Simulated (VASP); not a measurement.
# CrPb: single point with PBEsol

CrPb:

```
CELL_PARAMETERS angstrom
3.48585 0.00000 0.00000
0.00000 3.48585 0.00000
0.00000 0.00000 3.48585
ATOMIC_POSITIONS crystal
Cr 0.00000 0.00000 0.00000
Pb 0.50000 0.50000 0.50000
```

* Program: VASP 6.6.1
* Task: single point
* Functional: PBEsol
* Potentials or basis: VASP PAW PBE potentials, release 64 (Cr_pv, Pb_d)
* Cutoff: 520 eV
* k mesh: 12 × 12 × 12
* Occupations: gaussian, width 0.1 eV
* Spin: collinear spin, ferromagnetic start
* Starting moments: [4.14, -0.03] μB
* Fixed moment: 4 μB
* Dipole correction: no
* Further INCAR settings: ALGO = Normal; EDIFF = 1e-07; NBANDS = 24

The pressure is -0.1 GPa, the net moment is 4.00 μB per cell and the site moments are Cr +3.67; Pb -0.05 μB. The valence electrons inside the program's atomic spheres are Cr 10.54; Pb 12.10.

Run time: 60 s on 1 thread of AMD EPYC 9R45 (Zen 5) (shared host), peak memory 0.23 GiB.

Caveat: the PAW data sets were made with another functional, which shifts forces and pressure a little; the total moment is fixed, so each spin has its own Fermi level.
